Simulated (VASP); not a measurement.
Wanted: the native input for a VASP 6.6.1 run.

- Task: single point
- Functional: PBEsol
- Potentials or basis: VASP PAW PBE potentials, release 64 (Au)
- Cutoff: 520 eV
- k mesh: 14 × 14 × 14
- Occupations: gaussian, width 0.15 eV
- Spin: no spin polarisation
- Dipole correction: no
- Further INCAR settings: ALGO = Fast; EDIFF = 1e-06; NBANDS = 54

The structure of Au lies in POSCAR:

```
Au
1.0
    4.0838687702      0.0000000000      4.0838687702
    4.0838687702      4.0838687702      0.0000000000
    0.0000000000      4.0838687702      4.0838687702
Au
8
Direct
    0.0000000000      0.0000000000      0.0000000000
    0.0000000000      0.5000000000      0.0000000000
    0.5000000000      0.0000000000      0.0000000000
    0.5000000000      0.5000000000      0.0000000000
    0.0000000000      0.0000000000      0.5000000000
    0.0000000000      0.5000000000      0.5000000000
    0.5000000000      0.0000000000      0.5000000000
    0.5000000000      0.5000000000      0.5000000000
```

These files were run (other wordings do the same):

INCAR

```
SYSTEM = Au
PREC = Accurate
ENCUT = 520
EDIFF = 1E-6
ISMEAR = 0
SIGMA = 0.15
LREAL = .False.
LASPH = .True.
NELM = 100
ALGO = Fast
ISIF = 2
LWAVE = .False.
LCHARG = .False.
GGA = PS
NBANDS = 54
```

KPOINTS

```
Automatic mesh
0
Gamma
  14 14 14
  0 0 0
```

Potentials or basis: VASP PAW PBE potentials, release 64 (Au).

The run is started by

```console
$ cat potpaw_PBE.64/Au/POTCAR > POTCAR
$ mpirun -np 1 vasp_std > vasp.out
```

It gave:

- Pressure: -0.4 GPa
- Band gap on the k mesh: zero (bands 44 and 45 overlap by 2.04 eV)

Caveat: the PAW data sets were made with another functional, which shifts forces and pressure a little; spin-orbit coupling is left out, which moves the levels of the heavy elements.

Run time: 13 min on 1 thread of Intel(R) Xeon(R) Platinum 8488C (Sapphire Rapids), with other jobs on the host, peak memory 0.67 GiB.
